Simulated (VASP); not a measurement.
A run of VASP 6.6.1:

File POSCAR:

```
Sn
1.0
    0.0000000000      3.2618290450      3.2618290450
    3.2618290450      0.0000000000      3.2618290450
    3.2618290450      3.2618290450      0.0000000000
Sn
2
Direct
    0.0000000000      0.0000000000      0.0000000000
    0.2500000000      0.2500000000      0.2500000000
```

INCAR.step1

```
SYSTEM = Sn
  ALGO = Normal
  EDIFF = 1E-4
  ENCUT = 520
  GGA = PE
  ISMEAR = -1
  LASPH = .True.
  LCHARG = .False.
  LREAL = .False.
  LWAVE = .True.
  NBANDS = 21
  NELM = 80
  PREC = Accurate
  SIGMA = 0.15
```

The input INCAR.step2:

```
SYSTEM = Sn
  ALGO = Normal
  EDIFF = 1E-7
  ENCUT = 520
  ISIF = 2
  ISMEAR = -1
  ISTART = 1
  LASPH = .True.
  LCHARG = .False.
  LMIXTAU = .True.
  LREAL = .False.
  LWAVE = .False.
  METAGGA = R2SCAN
  NBANDS = 21
  NELM = 80
  PREC = Accurate
  SIGMA = 0.15
```

KPOINTS

```
k-points
0
Gamma
  6 6 6
  0 0 0
```

Potentials or basis: VASP PAW PBE potentials, release 64 (Sn_d).

Run with:

```console
$ cat potpaw_PBE.64/Sn_d/POTCAR > POTCAR
$ cp INCAR.step1 INCAR
$ mpirun -np 1 vasp_std > vasp.out
$ cp INCAR.step2 INCAR
$ mpirun -np 1 vasp_std > vasp.out
```

Hardware: 1 thread of AMD EPYC 7R43 64-Core Processor (Zen 3), on a shared host.

Task: How long does it take, and how much memory?

Result: Wall time 2.2 min on 1 thread of AMD EPYC 7R43 64-Core Processor (Zen 3), on a shared host, peak memory 0.17 GiB. Counts: k points 16.
